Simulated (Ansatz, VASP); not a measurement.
**LiF in VASP and in Ansatz**

INCAR

```
PREC     = Accurate       # precision mode
ENCUT    = 520            # plane-wave cutoff, eV
EDIFF    = 1E-7           # SCF threshold, eV
ISMEAR   = 0              # smearing method
SIGMA    = 0.05           # smearing width, eV
LREAL    = False          # projectors in reciprocal space
LASPH    = True           # aspherical terms in the spheres
NELM     = 100            # most SCF steps
ALGO     = Normal         # electronic algorithm
ISIF     = 2              # what is computed and relaxed
LWAVE    = False          # write WAVECAR
LCHARG   = False          # write CHGCAR
NBANDS   = 18             # bands
```

File KPOINTS:

```
Automatic mesh
0
Gamma
  9 9 6
```

The input POSCAR:

```
LiF
1.0
    3.1688736723      0.0000000000      0.0000000000
   -1.5844368362      2.7443251016      0.0000000000
    0.0000000000      0.0000000000      4.5324400135
Li F
2 2
Direct
    0.3333333333      0.6666666667      0.3839784076
    0.6666666667      0.3333333333      0.8839784076
    0.3333333333      0.6666666667      0.9910195924
    0.6666666667      0.3333333333      0.4910195924
```

Input for Ansatz:

```yaml
crystal:
  lattice:
    - [3.1688736723, 0.0, 0.0]
    - [-1.5844368362, 2.7443251016, 0.0]
    - [0.0, 0.0, 4.5324400135]
  atoms:
    - { symbol: Li, position: [0.3333333333, 0.6666666667, 0.3839784076] }
    - { symbol: Li, position: [0.6666666667, 0.3333333333, 0.8839784076] }
    - { symbol: F, position: [0.3333333333, 0.6666666667, 0.9910195924] }
    - { symbol: F, position: [0.6666666667, 0.3333333333, 0.4910195924] }
basis:
  ecutwfc: 520.0
kpoints:
  mp_grid: { grid: [9, 9, 6] }
hamiltonian:
  xc: lda
scf:
  occupations: { method: gaussian, width: 0.05 }
output:
  forces: true
  stress: true
  eigenvalues: true
  write_density: true
  write_potential: true
  elf: true
  volumetric_format: npy
```

Alike in both runs: task single point; functional LDA; k mesh 9 × 9 × 6; occupations gaussian, width 0.05 eV; no spin polarisation.

```csv
,VASP,Ansatz
version,VASP 6.6.1,Ansatz 0.2.0
potentials or method,"VASP PAW LDA potentials, release 64 (Li_sv, F), cutoff 520 eV","scalar-relativistic, plane waves, PAW"
valence electrons in the cell,20,20
```

Ansatz gave:

| Quantity | Value |
| --- | --- |
| gap on the k mesh at the Fermi level (eV) | 7.43 |
| least direct gap on the mesh (eV) | 7.43 |
| rms of the force components (eV/Å) | 0.175 |

Which values does VASP return?

gap on the k mesh at the Fermi level (eV): 7.41; least direct gap on the mesh (eV): 7.41; rms of the force components (eV/Å): 0.180.

LDA's correlation is that of Perdew and Zunger in VASP and of Perdew and Wang (1992) in Ansatz. Atom by atom the forces differ by 0.005 eV/Å (rms over components).

Noted on VASP's run: the cutoff is short for stress, so the pressure is rough.
